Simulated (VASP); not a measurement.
Here is a VASP 6.6.1 calculation.

INCAR

```
SYSTEM = WSe2
ALGO = Normal
EDIFF = 1E-7
ENCUT = 520
GGA = PE
ISIF = 2
ISMEAR = 0
LASPH = .TRUE.
LCHARG = .FALSE.
LREAL = .FALSE.
LWAVE = .FALSE.
NBANDS = 35
NELM = 60
PREC = Accurate
SIGMA = 0.02
```

KPOINTS

```
k-points
0
G
  12 12 2
  0 0 0
```

The input POSCAR:

```
WSe2
1.0
    3.3458940536      0.0000000000      0.0000000000
   -1.6729470268      2.8976292488      0.0000000000
    0.0000000000      0.0000000000     14.5925122436
W Se
2 4
Direct
    0.6666666669      0.3333333331      0.7500000000
    0.3333333331      0.6666666669      0.2500000000
    0.3333333335      0.6666666665      0.8638087006
    0.6666666665      0.3333333335      0.3638087006
    0.3333333335      0.6666666665      0.6361912994
    0.6666666665      0.3333333335      0.1361912994
```

Potentials or basis: VASP PAW PBE potentials, release 64 (W_sv, Se).

Run with:

```sh
$ cat potpaw_PBE.64/W_sv/POTCAR potpaw_PBE.64/Se/POTCAR > POTCAR
$ mpirun -np 1 vasp_std > vasp.out
```

(1) Estimate the band gap on the k mesh.

(2) Predict the pressure.

Answers

(1) 1.33 eV (least direct gap 1.41 eV).

(2) 0.0 GPa.

Caveat: the cell differs from its parent crystal (uniaxial strain along c: -3.0 %); spin-orbit coupling is left out, which moves the levels of the heavy elements; this functional lacks dispersion, which binds the layers, so the pressure and a relaxed spacing across them are unreliable.
